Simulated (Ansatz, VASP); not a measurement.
Na in VASP and in Ansatz

Contents of INCAR:

```
SYSTEM = Na
  PREC = Accurate
  ENCUT = 520
  EDIFF = 1E-6
  ISMEAR = 0
  SIGMA = 0.1
  LREAL = .FALSE.
  LASPH = .TRUE.
  NELM = 60
  ALGO = Fast
  ISIF = 2
  LWAVE = .FALSE.
  LCHARG = .TRUE.
  GGA = PS
  LELF = .TRUE.
  LVHAR = .TRUE.
  NBANDS = 10
```

File KPOINTS:

```
regular mesh
0
G
  14 14 14
  0 0 0
```

The input POSCAR:

```
Na
1.0
   -2.2214904250      2.2214904250      2.2214904250
    2.2214904250     -2.2214904250      2.2214904250
    2.2214904250      2.2214904250     -2.2214904250
Na
1
Direct
    0.0000000000      0.0000000000      0.0000000000
```

Input for Ansatz:

```yaml
crystal:
  lattice:
    - [-2.221490425, 2.221490425, 2.221490425]
    - [2.221490425, -2.221490425, 2.221490425]
    - [2.221490425, 2.221490425, -2.221490425]
  atoms:
    - { symbol: Na, position: [0.0, 0.0, 0.0] }
basis:
  ecutwfc: 420
kpoints:
  mp_grid: { grid: [14, 14, 14] }
hamiltonian:
  xc: pbesol
scf:
  occupations: { method: gaussian, width: 0.1 }
output:
  forces: true
  stress: true
  eigenvalues: true
```

Alike in both runs: task single point; functional PBEsol; k mesh 14 × 14 × 14; occupations gaussian, width 0.1 eV; no spin polarisation.

|  | VASP | Ansatz |
| --- | --- | --- |
| version | VASP 6.6.1 | Ansatz 0.2.0 |
| potentials or method | VASP PAW PBE potentials, release 64 (Na_pv), cutoff 520 eV | scalar-relativistic, plane waves, PAW |
| valence electrons in the cell | 7 | 9 |

```tsv
	VASP	Ansatz	Ansatz less VASP
gap on the k mesh at the Fermi level (eV)	none	none	-
pressure (GPa)	-0.9	-1.1	-0.11
```

VASP's potentials were made for PBE, not for PBEsol. A gap of «none» marks a metal or a gap that the smearing closes. VASP's potentials hold 7 valence electrons a cell and Ansatz's 9, so a difference there can come from the potentials and not from the codes.
